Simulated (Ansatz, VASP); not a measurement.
# BN in VASP and in Ansatz

```
B N
1.0
    -0.07135    1.73347    1.73347
     1.73347   -0.07135    1.73347
     1.73347    1.73347   -0.07135
B N
1 1
Cartesian
  -0.0041 -0.0041 -0.0041
  0.8530 0.8530 0.8530
```

Change from the starting cell: shear_111 strain -5.9%.

Alike in both runs: task single point; functional r2SCAN; k mesh 12 × 12 × 12; no spin polarisation.

```csv
,VASP,Ansatz
version,VASP 6.6.1,Ansatz 0.2.0
potentials or method,"VASP PAW PBE potentials, release 64 (B, N)","plane waves, PAW"
plane-wave cutoff (eV),520,500
occupations,"gaussian, width 0.01 eV",fixed
valence electrons in the cell,8,8
```

|  | VASP | Ansatz | Ansatz less VASP |
| --- | --- | --- | --- |
| gap on the k mesh at the Fermi level (eV) | 4.66 | 4.68 | +0.025 |
| pressure (GPa) | 29.6 | 28.2 | -1.35 |
| traceless stress, the component that is largest in VASP (GPa) | 21.98 | 21.89 | -0.092 |
| rms of the force components (eV/Å) | 0.007 | 0.000 | -0.0074 |

VASP's potentials were made for PBE, not for r2SCAN. Atom by atom the forces differ by 0.007 eV/Å (rms over components). Both programs put the cell under a high pressure, so it lies far from rest at this level.
